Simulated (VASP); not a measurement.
Write the native input for VASP 6.6.1 that does the following.

```
Task                   : relaxation of shape and atoms at fixed volume
Functional             : PBE
Potentials or basis    : VASP PAW PBE potentials, release 64 (Zr_sv)
Cutoff                 : 600 eV
k mesh                 : 18 × 18 × 8
Occupations            : gaussian, width 0.1 eV
Spin                   : no spin polarisation
Dipole correction      : no
Further INCAR settings : ALGO = Fast; EDIFF = 1e-07; IBRION = 2; EDIFFG = -0.01; NSW = 50; ISIF = 4
```

The structure of Zr lies in POSCAR:

```
Zr
1.0
    3.2990891464      0.0000000000      0.0000000000
   -1.6495445732      2.8570950101      0.0000000000
    0.0000000000      0.0000000000      5.2623212868
Zr
2
Direct
    0.3333333333      0.6666666667      0.2500000000
    0.6666666667      0.3333333333      0.7500000000
```

One way to write it, as run:

INCAR

```
PREC = Accurate
ENCUT = 600
EDIFF = 1E-7
ISMEAR = 0
SIGMA = 0.1
LREAL = False
LASPH = True
NELM = 100
ALGO = Fast
ISIF = 4
LWAVE = False
LCHARG = False
GGA = PE
IBRION = 2
NSW = 50
EDIFFG = -0.01
```

KPOINTS

```
regular mesh
0
Gamma
  18 18 8
```

Potentials or basis: VASP PAW PBE potentials, release 64 (Zr_sv).

Launch:

```console
$ cat potpaw_PBE.64/Zr_sv/POTCAR > POTCAR
$ mpirun -np 1 vasp_std > vasp.out
```

Results of the run:

```yaml
Energy_gained_by_relaxing: 0.0 meV/atom
Ionic_steps: 2
Pressure_after_relaxing: -5.0 GPa
Band_gap_on_the_k_mesh: zero (bands 12 and 13 overlap by 1.10 eV)
```

Wall time 4.2 min on 1 thread of Intel(R) Xeon(R) Platinum 8488C (Sapphire Rapids), with other jobs on the host, peak memory 0.29 GiB.
